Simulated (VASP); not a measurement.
Set up this calculation in VASP 6.6.1, as the native input.

- Task: relaxation of cell and atoms
- Functional: PBEsol
- Potentials or basis: VASP PAW PBE potentials, release 64 (Ba_sv)
- Cutoff: 600 eV
- k mesh: 7 × 7 × 7
- Occupations: fermi-dirac, width 0.05 eV
- Spin: no spin polarisation
- Target pressure: 10 GPa
- Dipole correction: no
- Further INCAR settings: ALGO = Normal; EDIFF = 1e-06; IBRION = 2; EDIFFG = -0.01; NSW = 60; ISIF = 3

The structure of Ba lies in POSCAR:

```
Ba
1.0
    4.3116136979      0.0000000000      0.0000000000
   -2.1558068490      3.7339669937      0.0000000000
    0.0000000000      0.0000000000      3.9134133000
Ba
1
Direct
    0.0000000000      0.0000000000      0.0000000000
```

This isn't the form of Ba at room conditions, which is bcc.

These files were run (other wordings do the same):

INCAR

```
ALGO = Normal
EDIFF = 1E-6
EDIFFG = -0.01
ENCUT = 600
GGA = PS
IBRION = 2
ISIF = 3
ISMEAR = -1
LASPH = T
LCHARG = F
LREAL = F
LWAVE = F
NELM = 60
NSW = 60
PREC = Accurate
PSTRESS = 100.0
SIGMA = 0.05
```

KPOINTS

```
k-points
0
Gamma
  7 7 7
```

Potentials or basis: VASP PAW PBE potentials, release 64 (Ba_sv).

Run with:

```bash
$ cat potpaw_PBE.64/Ba_sv/POTCAR > POTCAR
$ mpirun -np 1 vasp_std > vasp.out
```

It gave:

```
Relaxed volume                                             : 33.98 Å³/atom
Relaxed cell                                               : a = 3.527 Å, b = 3.527 Å, c = 3.154 Å, α = 90.00°, β = 90.00°, γ = 120.00°
Space group after relaxing (to 0.1 Å)                      : P6/mmm (No. 191)
Energy change on relaxing (the run minimises the enthalpy) : +463.0 meV/atom
Ionic steps                                                : 8
Pressure after relaxing                                    : 10.0 GPa
Band gap on the k mesh                                     : zero (bands 5 and 6 overlap by 1.56 eV)
```

Caveat: the cell is relaxed towards a set pressure, so the run minimises the enthalpy, not the energy; the volume moved by over 15 % at a fixed basis, so the end points are rough; the PAW data sets were made with another functional, which shifts forces and pressure a little; spin-orbit coupling is left out, which moves the levels of the heavy elements.

Run time: 110 s on 1 thread of AMD EPYC 7R43 64-Core Processor (Zen 3), on a shared host, peak memory 0.18 GiB.
